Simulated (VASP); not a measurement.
# TaSi2Ge3 (P6/mmm) in VASP: relaxation of cell and atoms with PBE

Aim: the relaxation of cell and atoms of TaSi2Ge3 with PBE.

Everything below comes from runs of VASP 6.6.1. Logs are shortened: lines on timing, memory, paths and dates and some standing lists are left out, and cuts for length are marked.

**1. The cell of the first run**

Symmetry: P6/mmm, No. 191, hexagonal system. Conventional cell: a = 4.340 Å, b = 4.340 Å, c = 10.021 Å, α = 90.00°, β = 90.00°, γ = 120.00°. Within 3.2 Å of Ta (site symmetry 6/mmm) lie 2 Ge at 2.42 Å. Si (site symmetry -6m2) has 3 Si at 2.51 Å and 3 Ge at 2.51 Å within 3.3 Å. Within 3.2 Å of Ge (site symmetry 6mm) lie 1 Ta at 2.42 Å and 1 Ge at 2.59 Å. Ge (site symmetry 6/mmm) has 6 Si at 2.51 Å and 2 Ge at 2.59 Å within 3.3 Å.

The cell was generated, and may not be a known phase.

**2. Relaxation of cell and atoms, PBE**

The input, INCAR:

```
SYSTEM = TaSi2Ge3
PREC     = Accurate       ! precision mode
ENCUT    = 600            ! plane-wave cutoff, eV
EDIFF    = 1E-6           ! SCF threshold, eV
ISMEAR   = 0              ! smearing method
SIGMA    = 0.1            ! smearing width, eV
LREAL    = .FALSE.        ! projectors in reciprocal space
LASPH    = .TRUE.         ! aspherical terms in the spheres
NELM     = 60             ! most SCF steps
ALGO     = Normal         ! electronic algorithm
ISIF     = 3              ! what is computed and relaxed
LWAVE    = .FALSE.        ! write WAVECAR
LCHARG   = .FALSE.        ! write CHGCAR
GGA      = PE             ! functional
IBRION   = 2              ! ionic algorithm
NSW      = 100            ! ionic steps
EDIFFG   = -0.01          ! ionic threshold
```

The input, KPOINTS:

```
regular mesh
0
G
  12 12 4
  0 0 0
```

The input, POSCAR:

```
TaSi2Ge3
1.0
    4.3395468049      0.0000000000      0.0000000000
   -2.1697734024      3.7581577739      0.0000000000
    0.0000000000      0.0000000000     10.0212986475
Ta Si Ge
1 2 3
Direct
    0.0000000000      0.0000000000      0.5000000000
    0.3333333333      0.6666666667      0.0000000000
    0.6666666667      0.3333333333      0.0000000000
    0.0000000000      0.0000000000      0.7418475738
    0.0000000000      0.0000000000      0.2581524262
    0.0000000000      0.0000000000      0.0000000000
```

Potentials or basis: VASP PAW PBE potentials, release 64 (Ta_pv, Si, Ge_d).

Launch:

```sh
$ cat potpaw_PBE.64/Ta_pv/POTCAR potpaw_PBE.64/Si/POTCAR potpaw_PBE.64/Ge_d/POTCAR > POTCAR
$ mpirun -np 1 vasp_std > vasp.out
```

OUTCAR:

```text
SYSTEM = TaSi2Ge3
   PREC = Accurate
   ENCUT = 600
   EDIFF = 1E-6
   ISMEAR = 0
   LREAL = .FALSE.
   LASPH = .TRUE.
   NELM = 60
   ISIF = 3
   GGA = PE
   IBRION = 2
   NSW = 100
   EDIFFG = -0.01

 ion  position               nearest neighbor table
   1  0.000  0.000  0.500-   4 2.42   5 2.42
   2  0.333  0.667  0.000-   3 2.51   6 2.51   3 2.51   6 2.51   6 2.51   3 2.51
   3  0.667  0.333  0.000-   2 2.51   6 2.51   2 2.51   6 2.51   6 2.51   2 2.51
   4  0.000  0.000  0.742-   1 2.42   6 2.59
   5  0.000  0.000  0.258-   1 2.42   6 2.59
   6  0.000  0.000  0.000-   2 2.51   3 2.51   2 2.51   3 2.51   3 2.51   2 2.51   4 2.59   5 2.59

  LATTYP: Found a hexagonal cell.
 ALAT       =     4.3395468049
 C/A-ratio  =     2.3092961312

  Lattice vectors:

 A1 = (   4.3395468049,   0.0000000000,   0.0000000000)
 A2 = (  -2.1697734024,   3.7581577739,   0.0000000000)
 A3 = (   0.0000000000,   0.0000000000,  10.0212986475)

Analysis of symmetry for initial positions (statically):
=====================================================================
 Subroutine PRICEL returns:
 Original cell was already a primitive cell.

 Routine SETGRP: Setting up the symmetry group for a
 hexagonal supercell.

 Subroutine GETGRP returns: Found 24 space group operations
 (whereof 24 operations were pure point group operations)
 out of a pool of 24 trial point group operations.

The static configuration has the point symmetry D_6h.

Analysis of symmetry for dynamics (positions and initial velocities):
=====================================================================
 Subroutine PRICEL returns:
 Original cell was already a primitive cell.

 Routine SETGRP: Setting up the symmetry group for a
 hexagonal supercell.

 Subroutine GETGRP returns: Found 24 space group operations
 (whereof 24 operations were pure point group operations)
 out of a pool of 24 trial point group operations.

The dynamic configuration has the point symmetry D_6h.

 Subroutine INISYM returns: Found 24 space group operations
 (whereof 24 operations are pure point group operations),
 and found     1 'primitive' translations

----------------------------------------------------------------------------------------

                                     Primitive cell

  volume of cell :     163.4344

  direct lattice vectors                    reciprocal lattice vectors
     4.339546805  0.000000000  0.000000000     0.230438810  0.133043909  0.000000000
    -2.169773402  3.758157774  0.000000000     0.000000000  0.266087818  0.000000000
     0.000000000  0.000000000 10.021298648     0.000000000  0.000000000  0.099787466

  length of vectors
     4.339546805  4.339546805 10.021298648     0.266087818  0.266087818  0.099787466

  position of ions in fractional coordinates (direct lattice)
     0.000000000  0.000000000  0.500000000
     0.333333333  0.666666667  0.000000000
     0.666666667  0.333333333  0.000000000
     0.000000000  0.000000000  0.741847574
     0.000000000  0.000000000  0.258152426
     0.000000000  0.000000000  0.000000000

  ion indices of the primitive-cell ions
   primitive index   ion index
                 1           1
                 2           2
                 3           3
                 4           4
                 5           5
                 6           6

----------------------------------------------------------------------------------------

 KPOINTS: regular mesh

Automatic generation of k-mesh.
 Grid dimensions read from file:
 generate k-points for:   12   12    4

 Generating k-lattice:

  Cartesian coordinates                     Fractional coordinates (reciprocal lattice)
     0.019203234  0.011086992  0.000000000     0.083333333 -0.000000000  0.000000000
     0.000000000  0.022173985  0.000000000     0.000000000  0.083333333  0.000000000
     0.000000000  0.000000000  0.024946867     0.000000000  0.000000000  0.250000000

  Length of vectors
     0.022173985  0.022173985  0.024946867

  Shift w.r.t. Gamma in fractional coordinates (k-lattice)
     0.000000000  0.000000000  0.000000000

 Subroutine IBZKPT returns following result:
 ===========================================

 Found     57 irreducible k-points:

 Following reciprocal coordinates:
            Coordinates               Weight
  0.000000  0.000000  0.000000      1.000000
  0.083333  0.000000  0.000000      6.000000
  0.166667  0.000000  0.000000      6.000000
  0.250000  0.000000  0.000000      6.000000
  0.333333  0.000000  0.000000      6.000000
  0.416667  0.000000  0.000000      6.000000
[... 16 lines left out ...]
  0.250000  0.000000  0.250000     12.000000
  0.333333  0.000000  0.250000     12.000000
 [... further k-points ...]
   k-points           NKPTS =     57   k-points in BZ     NKDIM =     57   number of bands    NBANDS=     36
   number of dos      NEDOS =    301   number of ions     NIONS =      6
   total plane-waves  NPLWV = 103680
   dimension x,y,z NGX =    36 NGY =   36 NGZ =   80
   dimension x,y,z NGXF=    72 NGYF=   72 NGZF=  160
   ions per type =               1   2   3
   NGX,Y,Z   is equivalent  to a cutoff of  13.79, 13.79, 13.27 a.u.
   NGXF,Y,Z  is equivalent  to a cutoff of  27.58, 27.58, 26.54 a.u.
 SYSTEM =  TaSi2Ge3
   PREC   = accura    normal or accurate (medium, high low for compatibility)
   ISTART =      0    job   : 0-new  1-cont  2-samecut
   ICHARG =      2    charge: 1-file 2-atom 10-const
   ISPIN  =      1    spin polarized calculation?
   LNONCOLLINEAR =      F non collinear calculations
   LSORBIT =      F    spin-orbit coupling
   LASPH  =      T    aspherical Exc in radial PAW
   ENCUT  =  600.0 eV  44.10 Ry    6.64 a.u.   8.67  8.67 20.02*2*pi/ulx,y,z
   NELM   =     60;   NELMIN=  2; NELMDL= -5     # of ELM steps
   EDIFF  = 0.1E-05   stopping-criterion for ELM
   LREAL  =      F    real-space projection
   EDIFFG = -.1E-01   stopping-criterion for IOM
   NSW    =    100    number of steps for IOM
   IBRION =      2    ionic relax: 0-MD 1-quasi-New 2-CG
   NFREE  =      1    steps in history (QN), initial steepest desc. (CG)
   ISIF   =      3    stress and relaxation
   ISYM   =      2    0-nonsym 1-usesym 2-fastsym
   POTIM  = 0.5000    time-step for ionic-motion
   TEBEG  =    0.0;   TEEND  =   0.0 temperature during run
   PSTRESS=    0.0 pullay stress
   NELECT =      61.0000    total number of electrons
   NUPDOWN=      -1.0000    fix difference up-down
   EMIN   =  10.00;   EMAX   =-10.00  energy-range for DOS
   EFERMI =   0.00;   METHOD = LEGACY
   ISMEAR =     0;   SIGMA  =   0.10  broadening in eV -4-tet -1-fermi 0-gaus
   EFERMI_NEDOS =   21; number of points for ismear=-14 and -15
   IALGO  =     38    algorithm
   IMIX   =      4    mixing-type and parameters
     AMIX     =   0.40;   BMIX     =  1.00
     AMIX_MAG =   1.60;   BMIX_MAG =  1.00
  volume/ion in A,a.u.               =      27.24       183.82
  Fermi-wavevector in a.u.,A,eV,Ry     =   1.178701  2.227422 18.903064  1.389336
  Thomas-Fermi vector in A             =   2.315025
   LORBIT       =      0    0 simple, 1 ext, 2 COOP (PROOUT), +10 PAW based schemes
   GGA     = PE    functional components
   LHFCALC =     F    Hartree Fock is set to
   AEXX    =    0.0000 exact exchange contribution
   IVDW    =     0    specifies the selected vdW correction
   LEPSILON=     F    determine dielectric tensor
   LRPA    =     F    only Hartree local field effects (RPA)
 conjugate gradient relaxation of ions
 non-spin polarized calculation
 Gauss-broadening in eV      SIGMA  =   0.10
  energy-cutoff  :      600.00
  volume of cell :      163.43
 maximum number of plane-waves:      5482
 NGX is ok and might be reduce to    36
   NGX = 17   NGY = 17   NGZ = 41

--------------------------------------- Ionic step        1  -------------------------------------------

 number of electron      60.9999996 magnetization

 Free energy of the ion-electron system (eV)
  ---------------------------------------------------
  ext. energy  EPLUGINS =         0.00000000
  ---------------------------------------------------
  free energy    TOTEN  =       -26.76840910 eV

  energy without entropy =      -26.73899939  energy(sigma->0) =      -26.75370424

------------------------ aborting loop because EDIFF is reached ----------------------------------------

  FORCE on cell =-STRESS in cart. coord.  units (eV):
  Direction    XX          YY          ZZ          XY          YZ          ZX
  --------------------------------------------------------------------------------------
  -------------------------------------------------------------------------------------
  Total        0.7999267      0.7999267      0.5302567      0.0000000      0.0000000      0.0000000
  in kB        7.8418297      7.8418297      5.1982044      0.0000000      0.0000000      0.0000000
  external PRESSURE =       6.9606213 kB  Pullay stress =       0.0000000 kB
[... 305 lines left out ...]
  energy  without entropy=      -26.7469025007  energy(sigma->0) =      -26.76138915

--------------------------------------- Ionic step        9  -------------------------------------------

 number of electron      60.9999966 magnetization

 Free energy of the ion-electron system (eV)
  ---------------------------------------------------
  ext. energy  EPLUGINS =         0.00000000
  ---------------------------------------------------
  free energy    TOTEN  =       -26.77589201 eV

  energy without entropy =      -26.74685392  energy(sigma->0) =      -26.76137296

 E-fermi :   2.9902     XC(G=0):  -8.9797

 val. band max:        2.9784464021   @ k =   0.0833   0.0833   0.5000
 cond. band min:       3.0052596889   @ k =   0.3333   0.2500   0.2500
 fundamental gap:      0.0268132868
 Fermi energy:         2.9901847953

 k-point     1 :       0.0000    0.0000    0.0000
  band No.  band energies     occupation
      1     -32.2011      2.00000
      2     -32.2011      2.00000
      3     -31.6096      2.00000
      4     -21.9453      2.00000
      5     -21.9421      2.00000
      6     -21.9421      2.00000
[... 925 lines left out ...]
     35       4.3722      0.00000
     36       4.4391      0.00000

 [... further k-points ...]
[... 5 lines left out ...]
  --------------------------------------------------------------------------------------
  -------------------------------------------------------------------------------------
  Total        0.0085571      0.0085571      0.0052758      0.0000000     -0.0000000     -0.0000000
  in kB        0.0824410      0.0824410      0.0508283      0.0000000     -0.0000000     -0.0000000
  external PRESSURE =       0.0719035 kB  Pullay stress =       0.0000000 kB
[... 21 lines left out ...]
  FREE ENERGIE OF THE ION-ELECTRON SYSTEM (eV)
  ---------------------------------------------------
  free  energy   TOTEN  =       -26.7758920086 eV

  energy  without entropy=      -26.7468539175  energy(sigma->0) =      -26.76137296

 reached required accuracy - stopping structural energy minimisation
```

It took 29 min on 1 thread of Intel Xeon Platinum 8259CL at 2.50GHz (Skylake/Cascade Lake), shared host; peak memory 0.59 GiB.

Results:

```
Free energy                           : -26.7759 eV
Relaxed volume                        : 27.72 Å³/atom
Relaxed cell                          : a = 4.377 Å, b = 4.377 Å, c = 10.025 Å, α = 90.00°, β = 90.00°, γ = 120.00°
Space group after relaxing (to 0.1 Å) : P6/mmm (No. 191)
Energy gained by relaxing             : 1.2 meV/atom
Ionic steps                           : 9
Pressure after relaxing               : 0.0 GPa
Band gap on the k mesh                : zero (an odd number of electrons rules out a gap without spin polarisation)
```

Forces in eV/Å, atoms in the order of the input:
```
Ta   0.000  0.000  0.000
Si   0.000  0.000  0.000
Si   0.000  0.000  0.000
Ge   0.000  0.000  0.003
Ge   0.000  0.000 -0.003
Ge   0.000  0.000  0.000
```

Step by step:
| step | energy change (eV) | largest force (eV/Å) | pressure (GPa) | volume (Å³) |
| --- | --- | --- | --- | --- |
| 1 | 0.0000 | 0.0693 | 0.70 | 163.43 |
| 2 | -0.0063 | 0.0343 | -0.06 | 166.25 |
| 3 | -0.0063 | 0.0290 | -0.02 | 166.16 |
| 4 | -0.0073 | 0.0403 | -0.02 | 166.49 |
| 5 | -0.0073 | 0.0331 | -0.03 | 166.46 |
| 6 | -0.0074 | 0.0230 | 0.03 | 166.36 |
| 7 | -0.0074 | 0.0192 | 0.04 | 166.33 |
| 8 | -0.0075 | 0.0118 | 0.09 | 166.26 |
| 9 | -0.0075 | 0.0028 | 0.01 | 166.30 |

Final structure:
```
Ta Si Ge
1.0
     4.37671    0.00000    0.00000
    -2.18836    3.79034    0.00000
     0.00000    0.00000   10.02467
Ta Si Ge
1 2 3
Cartesian
  0.0000 0.0000 5.0123
  0.0000 2.5269 10.0247
  2.1884 1.2634 10.0247
  0.0000 0.0000 7.4432
  2.1884 3.7903 2.5814
  0.0000 0.0000 10.0247
```

Caveat: spin-orbit coupling is left out, which moves the levels of the heavy elements; an odd number of electrons without spin polarisation forces a metal; a magnetic or distorted state may lie lower.

The gap in the log of VASP goes by the Fermi energy; the results here count the filled bands.